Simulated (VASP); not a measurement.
Hg: single point with PBEsol

Hg:

```
Hg
1.0
    -1.81463    1.81463    1.81463
     1.81463   -1.81463    1.81463
     1.81463    1.81463   -1.81463
Hg
1
Cartesian
  0.0000 0.0000 0.0000
```

```yaml
Program: VASP 6.6.1
Task: single point
Functional: PBEsol
Potentials_or_basis: VASP PAW PBE potentials, release 64 (Hg)
Cutoff: 500 eV
k_mesh: 10 × 10 × 10
Occupations: fermi-dirac, width 0.1 eV
Spin: no spin polarisation
```

* Pressure: 0.4 GPa
* Band gap on the k mesh: zero (bands 6 and 7 overlap by 4.42 eV)

Levels at points of the mesh, in eV from the Fermi level:
```tsv
k point	band 2	band 3	band 4	band 5	band 6	band 7	band 8	band 9	band 10	band 11
(0.00, 0.00, 0.00)	-7.03	-7.03	-7.03	-6.14	-6.14	15.09	15.09	15.09	16.13	16.13
(0.50, 0.00, 0.00)	-7.48	-6.21	-6.10	-5.50	-1.37	-1.26	9.41	10.08	14.60	15.45
(0.50, 0.50, 0.50)	-7.74	-5.66	-5.66	-5.66	3.16	3.81	3.81	3.81	10.08	10.08
```

Wall time 9.1 s on 1 thread of Intel(R) Xeon(R) Platinum 8259CL CPU @ 2.50GHz (Skylake/Cascade Lake), with other jobs on the host, peak memory 0.14 GiB.

Caveat: the PAW data sets were made with another functional, which shifts forces and pressure a little; spin-orbit coupling is left out, which moves the levels of the heavy elements.
